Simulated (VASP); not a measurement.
# MgO in VASP: a series of runs, part 2 of 2

VASP 6.6.1. The steps go on from the part before.

### 3 Single point, PBE

Input file INCAR:

```
  PREC = Accurate
  ENCUT = 520
  EDIFF = 1E-7
  ISMEAR = 0
  SIGMA = 0.05
  LREAL = False
  LASPH = True
  NELM = 100
  ALGO = Normal
  ISIF = 2
  LWAVE = False
  LCHARG = False
  LDIPOL = True
  IDIPOL = 3
  DIPOL = 0.5 0.5 0.500
  GGA = PE
  NBANDS = 36
```

Input file KPOINTS:

```
Automatic mesh
0
Gamma
  9 9 1
```

Input file POSCAR:

```
MgO
1.0
    3.0079232189      0.0000000000      0.0000000000
    0.0000000000      3.0079232189      0.0000000000
    0.0000000000      0.0000000000     25.6346145270
Mg O
6 6
Direct
    0.5000000000      0.5000000000      0.2934986934
    0.0000000000      0.0000000000      0.3753427072
    0.5000000000      0.5000000000      0.4585511800
    0.0000000000      0.0000000000      0.5414488202
    0.5000000000      0.5000000000      0.6246572931
    0.0000000000      0.0000000000      0.7065013069
    0.0000000000      0.0000000000      0.2915987714
    0.5000000000      0.5000000000      0.3757121134
    0.0000000000      0.0000000000      0.4584955116
    0.5000000000      0.5000000000      0.5415044873
    0.0000000000      0.0000000000      0.6242878859
    0.5000000000      0.5000000000      0.7084012296
```

Potentials or basis: VASP PAW PBE potentials, release 64 (Mg, O).

Command:

```bash
$ cat potpaw_PBE.64/Mg/POTCAR potpaw_PBE.64/O/POTCAR > POTCAR
$ mpirun -np 1 vasp_std > vasp.out
```

OUTCAR:

```text
PREC = Accurate
   ENCUT = 520
   EDIFF = 1E-7
   ISMEAR = 0
   LREAL = False
   LASPH = True
   NELM = 100
   ISIF = 2
   GGA = PE

 ion  position               nearest neighbor table
   1  0.500  0.500  0.293-   8 2.11   7 2.13   7 2.13   7 2.13   7 2.13   2 2.99   2 2.99   2 2.99
                             2 2.99
   2  0.000  0.000  0.375-   8 2.13   8 2.13   8 2.13   8 2.13   9 2.13   7 2.15   1 2.99   1 2.99
                             1 2.99   1 2.99   3 3.01   3 3.01   3 3.01   3 3.01
   3  0.500  0.500  0.459-   8 2.12  10 2.13   9 2.13   9 2.13   9 2.13   9 2.13   4 3.01   4 3.01
                             4 3.01   4 3.01   2 3.01   2 3.01   2 3.01   2 3.01
   4  0.000  0.000  0.541-  11 2.12   9 2.13  10 2.13  10 2.13  10 2.13  10 2.13   3 3.01   3 3.01
                             3 3.01   3 3.01   5 3.01   5 3.01   5 3.01   5 3.01
   5  0.500  0.500  0.625-  11 2.13  11 2.13  11 2.13  11 2.13  10 2.13  12 2.15   6 2.99   6 2.99
                             6 2.99   6 2.99   4 3.01   4 3.01   4 3.01   4 3.01
   6  0.000  0.000  0.707-  11 2.11  12 2.13  12 2.13  12 2.13  12 2.13   5 2.99   5 2.99   5 2.99
                             5 2.99
   7  0.000  0.000  0.292-   1 2.13   1 2.13   1 2.13   1 2.13   2 2.15
   8  0.500  0.500  0.376-   1 2.11   3 2.12   2 2.13   2 2.13   2 2.13   2 2.13
   9  0.000  0.000  0.458-   4 2.13   3 2.13   3 2.13   3 2.13   3 2.13   2 2.13
  10  0.500  0.500  0.542-   3 2.13   4 2.13   4 2.13   4 2.13   4 2.13   5 2.13
  11  0.000  0.000  0.624-   6 2.11   4 2.12   5 2.13   5 2.13   5 2.13   5 2.13
  12  0.500  0.500  0.708-   6 2.13   6 2.13   6 2.13   6 2.13   5 2.15

  LATTYP: Found a simple tetragonal cell.
 ALAT       =     3.0079232189
 C/A-ratio  =     8.5223633256

  Lattice vectors:

 A1 = (   3.0079232189,   0.0000000000,   0.0000000000)
 A2 = (   0.0000000000,   3.0079232189,   0.0000000000)
 A3 = (   0.0000000000,   0.0000000000,  25.6346145270)

Analysis of symmetry for initial positions (statically):
=====================================================================
 Subroutine PRICEL returns:
 Original cell was already a primitive cell.

 Routine SETGRP: Setting up the symmetry group for a
 simple tetragonal supercell.

 Subroutine GETGRP returns: Found 16 space group operations
 (whereof  8 operations were pure point group operations)
[... 176 lines left out ...]
  ---------------------------------------------------
  free energy    TOTEN  =       -70.44929953 eV

  energy without entropy =      -70.44929953  energy(sigma->0) =      -70.44929953

 E-fermi :  -0.8966     XC(G=0):  -6.0318

 val. band max:       -1.1355711655   @ k =   0.0000   0.0000   0.0000
 cond. band min:       2.4417316177   @ k =   0.0000   0.0000   0.0000
 fundamental gap:      3.5773027832
 Fermi energy:        -0.8965747008

 k-point     1 :       0.0000    0.0000    0.0000
  band No.  band energies     occupation
      1     -18.1458      2.00000
      2     -17.8982      2.00000
      3     -17.5061      2.00000
      4     -17.1042      2.00000
      5     -16.8308      2.00000
      6     -16.7511      2.00000
[... 574 lines left out ...]
     35       9.7066      0.00000
     36       9.9631      0.00000

------------------------ aborting loop because EDIFF is reached ----------------------------------------

 vacuum level on the upper side and lower side of the slab       (xc-potential included)        -0.079        -0.079

  FORCE on cell =-STRESS in cart. coord.  units (eV):
  Direction    XX          YY          ZZ          XY          YZ          ZX
  --------------------------------------------------------------------------------------
  -------------------------------------------------------------------------------------
  Total       -4.2599352     -4.2599352     -0.4394571      0.0000000     -0.0000000      0.0000000
  in kB      -29.4274951    -29.4274951     -3.0357551      0.0000000     -0.0000000      0.0000000
  external PRESSURE =     -20.6302484 kB  Pullay stress =       0.0000000 kB

 VOLUME and BASIS-vectors are now :
 -----------------------------------------------------------------------------
  energy-cutoff  :      520.00
  volume of cell :      231.93
      direct lattice vectors                 reciprocal lattice vectors
     3.007923219  0.000000000  0.000000000     0.332455295  0.000000000  0.000000000
     0.000000000  3.007923219  0.000000000     0.000000000  0.332455295  0.000000000
     0.000000000  0.000000000 25.634614527     0.000000000  0.000000000  0.039009754

 POSITION                                       TOTAL-FORCE (eV/Angst)
 -----------------------------------------------------------------------------------
      1.50396      1.50396      7.52373        -0.000000     -0.000000      0.034820
      0.00000      0.00000      9.62177        -0.000000      0.000000      0.020044
      1.50396      1.50396     11.75478        -0.000000      0.000000      0.002484
      0.00000      0.00000     13.87983         0.000000      0.000000     -0.002484
      1.50396      1.50396     16.01285        -0.000000      0.000000     -0.020044
      0.00000      0.00000     18.11089        -0.000000      0.000000     -0.034820
      0.00000      0.00000      7.47502        -0.000000      0.000000     -0.008470
      1.50396      1.50396      9.63124        -0.000000      0.000000     -0.013841
      0.00000      0.00000     11.75336         0.000000      0.000000     -0.005014
      1.50396      1.50396     13.88126        -0.000000     -0.000000      0.005014
      0.00000      0.00000     16.00338         0.000000      0.000000      0.013841
      1.50396      1.50396     18.15959        -0.000000      0.000000      0.008470
 -----------------------------------------------------------------------------------
    total drift:                               -0.000000     -0.000000      0.000072

  FREE ENERGIE OF THE ION-ELECTRON SYSTEM (eV)
  ---------------------------------------------------
  free  energy   TOTEN  =       -70.4492995289 eV

  energy  without entropy=      -70.4492995289  energy(sigma->0) =      -70.44929953

 vacuum level on the upper side and lower side of the slab         4.004         4.004
```

OSZICAR:

```text
N       E                     dE             d eps       ncg     rms          rms(c)
DAV:   1     0.356894726965E+03    0.35689E+03   -0.20850E+04  1080   0.111E+03
DAV:   2    -0.346676037915E+02   -0.39156E+03   -0.37151E+03  1504   0.266E+02
DAV:   3    -0.803537116017E+02   -0.45686E+02   -0.45320E+02  1344   0.961E+01
DAV:   4    -0.812346069111E+02   -0.88090E+00   -0.87842E+00  1400   0.156E+01
[... 17 lines left out ...]
DAV:  22    -0.704492952926E+02   -0.28065E-05   -0.48071E-07  1224   0.337E-03    0.782E-04
DAV:  23    -0.704492982724E+02   -0.29798E-05   -0.11844E-07   908   0.142E-03    0.301E-04
DAV:  24    -0.704492992682E+02   -0.99578E-06   -0.43625E-08   852   0.875E-04    0.116E-04
DAV:  25    -0.704492994909E+02   -0.22273E-06   -0.10415E-08   824   0.438E-04    0.112E-04
DAV:  26    -0.704492995289E+02   -0.37936E-07   -0.28500E-09   820   0.225E-04
   1 F= -.70449300E+02 E0= -.70449300E+02  d E =-.841774E-13
```

stdout:

```text
POSCAR found type information on POSCAR MgO
 POSCAR found :  2 types and      12 ions
 scaLAPACK will be used
 LDA part: xc-table for (Slater+PW92), standard interpolation
 POSCAR, INCAR and KPOINTS ok, starting setup
 FFT: planning ... GRIDC
 FFT: planning ... GRID_SOFT
 FFT: planning ... GRID
 WAVECAR not read
 entering main loop
```

Wall time 2.1 min (1 thread of Intel Xeon 6975P-C (Granite Rapids), shared host); peak memory 0.35 GiB.

Results:

* Free energy: -70.4493 eV
* Largest force: 0.035 eV/Å
* Band gap on the k mesh: 3.58 eV

Forces in eV/Å, atoms in the order of the input:
```
Mg   0.000  0.000  0.035
Mg   0.000  0.000  0.020
Mg   0.000  0.000  0.002
Mg   0.000  0.000 -0.002
Mg   0.000  0.000 -0.020
Mg   0.000  0.000 -0.035
O    0.000  0.000 -0.008
O    0.000  0.000 -0.014
O    0.000  0.000 -0.005
O    0.000  0.000  0.005
O    0.000  0.000  0.014
O    0.000  0.000  0.008
```

Levels at points of the mesh, in eV from the valence-band top:
```tsv
k point	band 21	band 22	band 23	band 24	band 25	band 26	band 27	band 28
(0.00, 0.00, 0.00)	-0.11	-0.11	0.00	0.00	3.58	3.70	5.02	5.57
```
